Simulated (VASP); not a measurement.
A run of VASP 6.6.1:

Contents of INCAR:

```
PREC = Accurate ; ENCUT = 520
EDIFF = 1E-6 ; ISMEAR = 0
SIGMA = 0.15 ; LREAL = F
LASPH = T ; NELM = 60
ALGO = Fast ; ISIF = 2
LWAVE = F ; LCHARG = F
GGA = PE ; NBANDS = 18
```

The input KPOINTS:

```
Automatic mesh
0
Gamma
  18 18 8
```

POSCAR

```
Y
1.0
    3.5602117562      0.0000000000      0.0000000000
   -1.7801058781      3.0832338237      0.0000000000
    0.0000000000      0.0000000000      6.0347700000
Y
2
Direct
    0.3333333333      0.6666666667      0.2500000000
    0.6666666667      0.3333333333      0.7500000000
```

Potentials or basis: VASP PAW PBE potentials, release 64 (Y_sv).

The run is started by

```sh
$ cat potpaw_PBE.64/Y_sv/POTCAR > POTCAR
$ mpirun -np 1 vasp_std > vasp.out
```

Hardware: 1 thread of Intel(R) Xeon(R) Platinum 8259CL CPU @ 2.50GHz (Skylake/Cascade Lake), with other jobs on the host.

How long does it take, and how much memory?

Run time: 5.3 min on 1 thread of Intel(R) Xeon(R) Platinum 8259CL CPU @ 2.50GHz (Skylake/Cascade Lake) (shared host), peak memory 0.35 GiB. Counts: scf iterations 18, k points 185.
